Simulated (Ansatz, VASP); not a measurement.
Two plane-wave programs on SrO

INCAR

```
ALGO     = Normal         # electronic algorithm
EDIFF    = 1E-6           # SCF threshold, eV
ENCUT    = 600            # plane-wave cutoff, eV
GGA      = PE             # functional
GGA_COMPAT= False        
ISIF     = 2              # what is computed and relaxed
ISMEAR   = 1              # smearing method
LASPH    = True           # aspherical terms in the spheres
LCHARG   = False          # write CHGCAR
LREAL    = False          # projectors in reciprocal space
LWAVE    = False          # write WAVECAR
NBANDS   = 15             # bands
NELM     = 120            # most SCF steps
PREC     = Accurate       # precision mode
SIGMA    = 0.2            # smearing width, eV
```

The input KPOINTS:

```
k-points
0
Gamma
  6 6 6
```

File POSCAR:

```
SrO
1.0
    0.0000000000      2.5798923266      2.5798923266
    2.5798923266      0.0000000000      2.5798923266
    2.5798923266      2.5798923266      0.0000000000
Sr O
1 1
Direct
    0.0000000000      0.0000000000      0.0000000000
    0.5000000000      0.5000000000      0.5000000000
```

Input for Ansatz:

```yaml
crystal:
  lattice:
    - [0.0, 2.5798923266, 2.5798923266]
    - [2.5798923266, 0.0, 2.5798923266]
    - [2.5798923266, 2.5798923266, 0.0]
  atoms:
    - { symbol: Sr, position: [0.0, 0.0, 0.0] }
    - { symbol: O, position: [0.5, 0.5, 0.5] }
kpoints:
  mp_grid: { grid: [6, 6, 6] }
hamiltonian:
  xc: pbe
scf:
  occupations: { method: methfessel_paxton, width: 0.2 }
  n_extra_bands: 4
output:
  forces: true
  stress: true
  eigenvalues: true
```

Alike in both runs: task single point; functional PBE; k mesh 6 × 6 × 6; occupations methfessel-paxton of order 1, width 0.2 eV; no spin polarisation.

```csv
,VASP,Ansatz
version,VASP 6.6.1,Ansatz 0.2.0
potentials or method,"VASP PAW PBE potentials, release 64 (Sr_sv, O)",plane waves
plane-wave cutoff (eV),600,420
valence electrons in the cell,16,16
```

VASP gave:

* gap on the k mesh at the Fermi level (eV): 3.27
* pressure (GPa): 2.3

Problem. Estimate Ansatz's values.

Solution. gap on the k mesh at the Fermi level (eV): 3.32; pressure (GPa): 1.8.
